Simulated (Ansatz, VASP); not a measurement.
**One calculation of CaF2, two programs**

File INCAR:

```
SYSTEM = CaF2
  PREC = Accurate
  ENCUT = 600
  EDIFF = 1E-6
  ISMEAR = -1
  SIGMA = 0.01
  LREAL = .FALSE.
  LASPH = .TRUE.
  NELM = 120
  ALGO = Normal
  ISIF = 2
  LWAVE = .FALSE.
  LCHARG = .FALSE.
  GGA = PE
  NBANDS = 19
  GGA_COMPAT = .FALSE.
```

The input KPOINTS:

```
Automatic mesh
0
G
  4 4 4
  0 0 0
```

The input POSCAR:

```
CaF2
1.0
    0.0000000000      2.7559121050      2.7559121050
    2.7559121050      0.0000000000      2.7559121050
    2.7559121050      2.7559121050      0.0000000000
Ca F
1 2
Direct
    0.0000000000      0.0000000000      0.0000000000
    0.7500000000      0.7500000000      0.7500000000
    0.2500000000      0.2500000000      0.2500000000
```

Input for Ansatz:

```yaml
crystal:
  lattice:
    - [0.0, 2.755912105, 2.755912105]
    - [2.755912105, 0.0, 2.755912105]
    - [2.755912105, 2.755912105, 0.0]
  atoms:
    - { symbol: Ca, position: [0.0, 0.0, 0.0] }
    - { symbol: F, position: [0.75, 0.75, 0.75] }
    - { symbol: F, position: [0.25, 0.25, 0.25] }
basis:
  ecutwfc: 420.0
  ecutrho_ratio: 4
  xc_grid: 2
  fft_grid_basis: typed
  precision: f64
kpoints:
  mp_grid: { grid: [4, 4, 4] }
hamiltonian:
  pseudopotentials: { kind: paw, azcp: { folder: soft_1 } }
scf:
  max_iter: 80
  self_checks: high
  occupations: { method: fermi_dirac, width: 0.01 }
output:
  forces: true
checkpoint:
  write: "../host.point.run"
  compress: false
  write_wavefunctions: true
  write_every: 100000
```

Alike in both runs: task single point; functional PBE; k mesh 4 × 4 × 4; occupations fermi-dirac, width 0.01 eV; no spin polarisation.

|  | VASP | Ansatz |
| --- | --- | --- |
| version | VASP 6.6.1 | Ansatz 0.2.0 |
| potentials or method | VASP PAW PBE potentials, release 64 (Ca_sv, F), cutoff 600 eV | plane-wave PAW DFT |
| valence electrons in the cell | 24 | 24 |

|  | VASP | Ansatz | Ansatz less VASP |
| --- | --- | --- | --- |
| gap on the k mesh at the Fermi level (eV) | 7.12 | 7.14 | +0.018 |

The k mesh is coarse, so the values compare programs but aren't converged.
